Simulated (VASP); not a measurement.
The system is GdN.

```
CELL_PARAMETERS angstrom
0.00000 2.49280 2.49280
2.49280 0.00000 2.49280
2.49280 2.49280 0.00000
ATOMIC_POSITIONS crystal
Gd 0.50000 0.50000 0.50000
N 0.00000 0.00000 0.00000
```

Base run:

* Program: VASP 6.6.1
* Functional: LDA
* Potentials or basis: VASP PAW PBE potentials, release 64 (Gd, N)
* Cutoff: 520 eV
* k mesh: 12 × 12 × 12
* Occupations: gaussian, width 0.05 eV
* Spin: collinear spin, ferromagnetic start
* Starting moments: [7.55, 0.0] μB

Its results: band gap on the k mesh zero (filled and empty bands overlap); pressure -8.9 GPa; net moment 7.00 μB per cell; site moments Gd +6.81; N -0.06 μB.

Task: The run is repeated on the same cell with these changes: functional from LDA to PBE; moments at the start from [7.55, 0.0] to [7.0, 1.0]. What comes out?

Result: Band gap on the k mesh zero (filled and empty bands overlap); pressure 0.0 GPa; net moment 7.00 μB per cell; site moments Gd +6.80; N -0.08 μB.

Caveats: spin-orbit coupling is left out, which moves the levels of the heavy elements; a cell with one magnetic atom can't hold antiferromagnetic order, which such compounds often take; semilocal functionals describe open f shells poorly, which spoils levels, moments and volumes; the cell stands under tension (at least some runs); the PAW data sets were made with another functional, which shifts forces and pressure a little (at least some runs).
